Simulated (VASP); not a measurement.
# W (a cell with a defect) in VASP: single point with PBE+D3(BJ)

Aim: the single point of W (a cell with a defect) with PBE+D3(BJ).

Everything below comes from runs of VASP 6.6.1. Logs are shortened: lines on timing, memory, paths and dates and some standing lists are left out, and cuts for length are marked.

**1. The cell of the first run**

The cell holds a defect, 15 atoms: a = 6.320 Å, b = 6.320 Å, c = 6.320 Å, α = 90.00°, β = 90.00°, γ = 90.00°.

**2. Single point, PBE+D3(BJ)**

Input file INCAR:

```
PREC = Accurate
ENCUT = 520
EDIFF = 1E-7
ISMEAR = 0
SIGMA = 0.05
LREAL = Auto
LASPH = T
NELM = 100
ALGO = Normal
ISIF = 2
LWAVE = F
LCHARG = F
GGA = PE
IVDW = 12
NBANDS = 118
```

Input file KPOINTS:

```
Automatic mesh
0
Gamma
  3 3 3
```

Input file POSCAR:

```
W
1.0
    6.3200000000      0.0000000000      0.0000000000
    0.0000000000      6.3200000000      0.0000000000
    0.0000000000      0.0000000000      6.3200000000
W
15
Direct
   -0.0031665197      0.0024019195     -0.0030485957
    0.5020010319      0.0024395793     -0.0030908274
   -0.0032354438      0.4972219298     -0.0031035198
   -0.0032408778      0.0024132622      0.5020945271
    0.2493674005      0.2498151533      0.2495082240
    0.5018956524      0.4972513355     -0.0030482974
    0.5019573508      0.0023769929      0.5020608561
    0.7493807549      0.2498257600      0.2495128996
   -0.0031537396      0.4972929342      0.5020661908
    0.2493938297      0.7498284310      0.2495142381
    0.2493820282      0.2498204017      0.7495042153
    0.5019903240      0.4972093055      0.5020989040
    0.7493876690      0.7498103483      0.2494839749
    0.2493848209      0.7498326483      0.7495085293
    0.7494040187      0.7498077984      0.7495012811
```

Potentials or basis: VASP PAW PBE potentials, release 64 (W_sv).

On the command line:

```sh
> cat potpaw_PBE.64/W_sv/POTCAR > POTCAR
> mpirun -np 1 vasp_std > vasp.out
```

OUTCAR:

```text
PREC = Accurate
   ENCUT = 520
   EDIFF = 1E-7
   ISMEAR = 0
   LREAL = Auto
   LASPH = T
   NELM = 100
   ISIF = 2
   GGA = PE
   IVDW = 12
 IVDW          = 12

 ion  position               nearest neighbor table
   1  0.997  0.002  0.997-  11 2.73   8 2.73  15 2.73   5 2.75  14 2.75  13 2.75  10 2.76   3 3.13
                             2 3.13   4 3.13   4 3.19   2 3.19   3 3.19
   2  0.502  0.002  0.997-   8 2.73  11 2.73  15 2.73  13 2.75   5 2.75  14 2.75  10 2.77   6 3.13
                             1 3.13   7 3.13   7 3.19   1 3.19   6 3.19
   3  0.997  0.497  0.997-  15 2.73   8 2.73  11 2.73  13 2.75  14 2.75   5 2.75  10 2.77   1 3.13
                             9 3.13   6 3.13   6 3.19   9 3.19   1 3.19
   4  0.997  0.002  0.502-  15 2.73   8 2.73  11 2.73  13 2.75   5 2.75  14 2.75  10 2.77   7 3.13
                             1 3.13   9 3.13   9 3.19   1 3.19   7 3.19
   5  0.249  0.250  0.250-   1 2.75   6 2.75   9 2.75   7 2.75   4 2.75  12 2.75   2 2.75   3 2.75
                             8 3.16  10 3.16  11 3.16  11 3.16  10 3.16   8 3.16
   6  0.502  0.497  0.997-  11 2.73   8 2.73  15 2.73   5 2.75  14 2.75  13 2.75  10 2.76   2 3.13
                            12 3.13   3 3.13   3 3.19  12 3.19   2 3.19
   7  0.502  0.002  0.502-   8 2.73  15 2.73  11 2.73  14 2.75  13 2.75   5 2.75  10 2.76   4 3.13
                            12 3.13   2 3.13   2 3.19  12 3.19   4 3.19
   8  0.749  0.250  0.250-  12 2.73   2 2.73   4 2.73   3 2.73   7 2.73   1 2.73   6 2.73   9 2.73
                            13 3.16   5 3.16   5 3.16  13 3.16
   9  0.997  0.497  0.502-  15 2.73  11 2.73   8 2.73  14 2.75   5 2.75  13 2.75  10 2.76   3 3.13
                            12 3.13   4 3.13   4 3.19  12 3.19   3 3.19
  10  0.249  0.750  0.250-   9 2.76   6 2.76   7 2.76   1 2.76   4 2.77  12 2.77   2 2.77   3 2.77
                             5 3.16  13 3.16  14 3.16  14 3.16  13 3.16   5 3.16
  11  0.249  0.250  0.750-   6 2.73  12 2.73   2 2.73   3 2.73   1 2.73   4 2.73   9 2.73   7 2.73
                            14 3.16   5 3.16   5 3.16  14 3.16
  12  0.502  0.497  0.502-   8 2.73  11 2.73  15 2.73   5 2.75  13 2.75  14 2.75  10 2.77   7 3.13
                             6 3.13   9 3.13   9 3.19   6 3.19   7 3.19
  13  0.749  0.750  0.249-   3 2.75   9 2.75   1 2.75   7 2.75   6 2.75   4 2.75   2 2.75  12 2.75
                            15 3.16   8 3.16  10 3.16  10 3.16   8 3.16  15 3.16
  14  0.249  0.750  0.750-   9 2.75   6 2.75   1 2.75   7 2.75   3 2.75   4 2.75   2 2.75  12 2.75
                            15 3.16  11 3.16  10 3.16  10 3.16  11 3.16  15 3.16
  15  0.749  0.750  0.750-   3 2.73   4 2.73   9 2.73  12 2.73   2 2.73   7 2.73   1 2.73   6 2.73
                            14 3.16  13 3.16  13 3.16  14 3.16

  LATTYP: Found a simple cubic cell.
 ALAT       =     6.3200000000

  Lattice vectors:

 A1 = (   6.3200000000,   0.0000000000,   0.0000000000)
 A2 = (   0.0000000000,   6.3200000000,   0.0000000000)
 A3 = (   0.0000000000,   0.0000000000,   6.3200000000)

Analysis of symmetry for initial positions (statically):
=====================================================================
 Subroutine PRICEL returns:
 Original cell was already a primitive cell.

 Routine SETGRP: Setting up the symmetry group for a
 simple cubic supercell.

 Subroutine GETGRP returns: Found  1 space group operations
 (whereof  1 operations were pure point group operations)
 out of a pool of 48 trial point group operations.

The static configuration has the point symmetry C_1 .

Analysis of symmetry for dynamics (positions and initial velocities):
=====================================================================
 Subroutine PRICEL returns:
 Original cell was already a primitive cell.

 Routine SETGRP: Setting up the symmetry group for a
 simple cubic supercell.

 Subroutine GETGRP returns: Found  1 space group operations
 (whereof  1 operations were pure point group operations)
 out of a pool of 48 trial point group operations.

The dynamic configuration has the point symmetry C_1 .

 Subroutine INISYM returns: Found  1 space group operations
 (whereof  1 operations are pure point group operations),
 and found     1 'primitive' translations

----------------------------------------------------------------------------------------

                                     Primitive cell

  volume of cell :     252.4360

  direct lattice vectors                    reciprocal lattice vectors
     6.320000000  0.000000000  0.000000000     0.158227848  0.000000000  0.000000000
     0.000000000  6.320000000  0.000000000     0.000000000  0.158227848  0.000000000
     0.000000000  0.000000000  6.320000000     0.000000000  0.000000000  0.158227848

  length of vectors
     6.320000000  6.320000000  6.320000000     0.158227848  0.158227848  0.158227848

  position of ions in fractional coordinates (direct lattice)
     0.996833480  0.002401920  0.996951404
     0.502001032  0.002439579  0.996909173
     0.996764556  0.497221930  0.996896480
     0.996759122  0.002413262  0.502094527
     0.249367400  0.249815153  0.249508224
     0.501895652  0.497251336  0.996951703
     0.501957351  0.002376993  0.502060856
     0.749380755  0.249825760  0.249512900
     0.996846260  0.497292934  0.502066191
     0.249393830  0.749828431  0.249514238
     0.249382028  0.249820402  0.749504215
     0.501990324  0.497209306  0.502098904
     0.749387669  0.749810348  0.249483975
     0.249384821  0.749832648  0.749508529
     0.749404019  0.749807798  0.749501281

  ion indices of the primitive-cell ions
   primitive index   ion index
                 1           1
                 2           2
                 3           3
                 4           4
                 5           5
                 6           6
                 7           7
                 8           8
                 9           9
                10          10
                11          11
                12          12
                13          13
                14          14
                15          15

----------------------------------------------------------------------------------------

 KPOINTS: Automatic mesh

Automatic generation of k-mesh.
 Grid dimensions read from file:
 generate k-points for:    3    3    3

 Generating k-lattice:

  Cartesian coordinates                     Fractional coordinates (reciprocal lattice)
     0.052742616  0.000000000  0.000000000     0.333333333  0.000000000  0.000000000
     0.000000000  0.052742616  0.000000000     0.000000000  0.333333333  0.000000000
     0.000000000  0.000000000  0.052742616     0.000000000  0.000000000  0.333333333

  Length of vectors
     0.052742616  0.052742616  0.052742616

  Shift w.r.t. Gamma in fractional coordinates (k-lattice)
     0.000000000  0.000000000  0.000000000

 Subroutine IBZKPT returns following result:
 ===========================================

 Found     14 irreducible k-points:

 Following reciprocal coordinates:
            Coordinates               Weight
  0.000000  0.000000  0.000000      1.000000
  0.333333  0.000000  0.000000      2.000000
  0.000000  0.333333  0.000000      2.000000
  0.000000  0.000000  0.333333      2.000000
  0.333333  0.333333  0.000000      2.000000
  0.000000  0.333333  0.333333      2.000000
  0.333333  0.000000  0.333333      2.000000
 -0.333333  0.333333  0.000000      2.000000
 -0.333333  0.000000  0.333333      2.000000
  0.000000 -0.333333  0.333333      2.000000
  0.333333  0.333333  0.333333      2.000000
 -0.333333  0.333333  0.333333      2.000000
 -0.333333 -0.333333  0.333333      2.000000
  0.333333 -0.333333  0.333333      2.000000
   k-points           NKPTS =     14   k-points in BZ     NKDIM =     14   number of bands    NBANDS=    118
   number of dos      NEDOS =    301   number of ions     NIONS =     15
   total plane-waves  NPLWV = 110592
   dimension x,y,z NGX =    48 NGY =   48 NGZ =   48
   dimension x,y,z NGXF=    96 NGYF=   96 NGZF=   96
   ions per type =              15
   NGX,Y,Z   is equivalent  to a cutoff of  12.63, 12.63, 12.63 a.u.
   NGXF,Y,Z  is equivalent  to a cutoff of  25.25, 25.25, 25.25 a.u.
 SYSTEM =  unknown system
   PREC   = accura    normal or accurate (medium, high low for compatibility)
   ISTART =      0    job   : 0-new  1-cont  2-samecut
   ICHARG =      2    charge: 1-file 2-atom 10-const
   ISPIN  =      1    spin polarized calculation?
   LNONCOLLINEAR =      F non collinear calculations
   LSORBIT =      F    spin-orbit coupling
   LASPH  =      T    aspherical Exc in radial PAW
   ENCUT  =  520.0 eV  38.22 Ry    6.18 a.u.  11.75 11.75 11.75*2*pi/ulx,y,z
   NELM   =    100;   NELMIN=  2; NELMDL= -5     # of ELM steps
   EDIFF  = 0.1E-06   stopping-criterion for ELM
   LREAL  =      T    real-space projection
   EDIFFG = 0.1E-05   stopping-criterion for IOM
   NSW    =      0    number of steps for IOM
   IBRION =     -1    ionic relax: 0-MD 1-quasi-New 2-CG
   NFREE  =      0    steps in history (QN), initial steepest desc. (CG)
   ISIF   =      2    stress and relaxation
   ISYM   =      2    0-nonsym 1-usesym 2-fastsym
   POTIM  = 0.5000    time-step for ionic-motion
   TEBEG  =    0.0;   TEEND  =   0.0 temperature during run
   PSTRESS=    0.0 pullay stress
   NELECT =     210.0000    total number of electrons
   NUPDOWN=      -1.0000    fix difference up-down
   EMIN   =  10.00;   EMAX   =-10.00  energy-range for DOS
   EFERMI =   0.00;   METHOD = LEGACY
   ISMEAR =     0;   SIGMA  =   0.05  broadening in eV -4-tet -1-fermi 0-gaus
   EFERMI_NEDOS =   21; number of points for ismear=-14 and -15
   IALGO  =     38    algorithm
   IMIX   =      4    mixing-type and parameters
     AMIX     =   0.40;   BMIX     =  1.00
     AMIX_MAG =   1.60;   BMIX_MAG =  1.00
  volume/ion in A,a.u.               =      16.83       113.57
  Fermi-wavevector in a.u.,A,eV,Ry     =   1.539681  2.909576 32.254225  2.370619
  Thomas-Fermi vector in A             =   2.645875
   LORBIT       =      0    0 simple, 1 ext, 2 COOP (PROOUT), +10 PAW based schemes
   GGA     = PE    functional components
   LHFCALC =     F    Hartree Fock is set to
   AEXX    =    0.0000 exact exchange contribution
   IVDW    =    12    specifies the selected vdW correction
   LEPSILON=     F    determine dielectric tensor
   LRPA    =     F    only Hartree local field effects (RPA)
 non-spin polarized calculation
 Gauss-broadening in eV      SIGMA  =   0.05
  energy-cutoff  :      520.00
  volume of cell :      252.44
 maximum number of plane-waves:      6859
   NGX = 23   NGY = 23   NGZ = 23

 number of electron     210.0000004 magnetization

 Free energy of the ion-electron system (eV)
  ---------------------------------------------------
  ext. energy  EPLUGINS =         0.00000000
  ---------------------------------------------------
  free energy    TOTEN  =      -190.81947066 eV

  energy without entropy =     -190.80095898  energy(sigma->0) =     -190.81021482

 E-fermi :  10.2448     XC(G=0): -13.2206

 val. band max:       10.1848870515   @ k =   0.0000   0.0000   0.0000
 cond. band min:      10.2557069590   @ k =   0.3333   0.0000   0.3333
 fundamental gap:      0.0708199075
 Fermi energy:        10.2447855453

 k-point     1 :       0.0000    0.0000    0.0000
  band No.  band energies     occupation
      1     -63.6470      2.00000
      2     -63.5744      2.00000
      3     -63.5744      2.00000
      4     -63.5744      2.00000
      5     -63.5652      2.00000
      6     -63.5652      2.00000
[... 109 lines left out ...]
    116      11.9348      0.00000
    117      12.2091      0.00000
[... 1558 lines left out ...]
    116      12.6365      0.00000
    117      12.6628      0.00000
 [bands above 117 left out]

------------------------ aborting loop because EDIFF is reached ----------------------------------------

 Edisp (eV)   -9.80581

 E8    (eV) :    -5.0261

  FORCE on cell =-STRESS in cart. coord.  units (eV):
  Direction    XX          YY          ZZ          XY          YZ          ZX
  --------------------------------------------------------------------------------------
  -------------------------------------------------------------------------------------
  Total     -10.25251   -10.25202   -10.25238     0.00029     0.00013    -0.00019
  in kB     -65.07129   -65.06821   -65.07047     0.00187     0.00084    -0.00123
  external pressure =      -65.07 kB  Pullay stress =        0.00 kB

 VOLUME and BASIS-vectors are now :
 -----------------------------------------------------------------------------
  energy-cutoff  :      520.00
  volume of cell :      252.44
      direct lattice vectors                 reciprocal lattice vectors
     6.320000000  0.000000000  0.000000000     0.158227848  0.000000000  0.000000000
     0.000000000  6.320000000  0.000000000     0.000000000  0.158227848  0.000000000
     0.000000000  0.000000000  6.320000000     0.000000000  0.000000000  0.158227848

 POSITION                                       TOTAL-FORCE (eV/Angst)
 -----------------------------------------------------------------------------------
      6.29999      0.01518      6.30073        -0.007103      0.006045     -0.008067
      3.17265      0.01542      6.30047         0.006722      0.006475     -0.007602
      6.29955      3.14244      6.30039        -0.005636     -0.006924     -0.006532
      6.29952      0.01525      3.17324        -0.004410      0.009311      0.008815
      1.57600      1.57883      1.57689         0.000135      0.000344     -0.000605
      3.17198      3.14263      6.30073         0.011641     -0.006703     -0.007411
      3.17237      0.01502      3.17302         0.008124      0.007924      0.009751
      4.73609      1.57890      1.57692        -0.000657     -0.000167     -0.001635
      6.30007      3.14289      3.17306        -0.008139     -0.010636      0.007311
      1.57617      4.73892      1.57693        -0.001635     -0.000419     -0.001844
      1.57609      1.57886      4.73687        -0.001351     -0.000267     -0.001351
      3.17258      3.14236      3.17327         0.008012     -0.005990      0.009301
      4.73613      4.73880      1.57674        -0.001776      0.000708      0.000677
      1.57611      4.73894      4.73689         0.000029     -0.000731     -0.000599
      4.73623      4.73879      4.73685        -0.003958      0.001028     -0.000209
 -----------------------------------------------------------------------------------
    total drift:                                0.000411     -0.001025     -0.001510

  FREE ENERGIE OF THE ION-ELECTRON SYSTEM (eV)
  ---------------------------------------------------
  free  energy   TOTEN  =      -200.6252840408 eV

  energy  without entropy=     -200.6067723671  energy(sigma->0) =     -200.61602820
```

Wall time 8.7 min (1 thread of Intel Xeon Platinum 8488C (Sapphire Rapids), shared host); peak memory 0.46 GiB.

Results:

```yaml
Free_energy: -200.6253 eV
Pressure: -6.5 GPa
Largest_force: 0.015 eV/Å
Band_gap_on_the_k_mesh: zero (band 105 reaches 10.27 eV, above the bottom of band 106 at 10.26 eV)
Dispersion_energy_per_atom: -0.654 eV
```

Forces on the atoms (eV/Å):
```
W   -0.007  0.006 -0.008
W    0.007  0.006 -0.008
W   -0.006 -0.007 -0.007
W   -0.004  0.009  0.009
W    0.000  0.000 -0.001
W    0.012 -0.007 -0.007
W    0.008  0.008  0.010
W   -0.001  0.000 -0.002
W   -0.008 -0.011  0.007
W   -0.002  0.000 -0.002
W   -0.001  0.000 -0.001
W    0.008 -0.006  0.009
W   -0.002  0.001  0.001
W    0.000 -0.001 -0.001
W   -0.004  0.001  0.000
```

Caveat: spin-orbit coupling is left out, which moves the levels of the heavy elements.
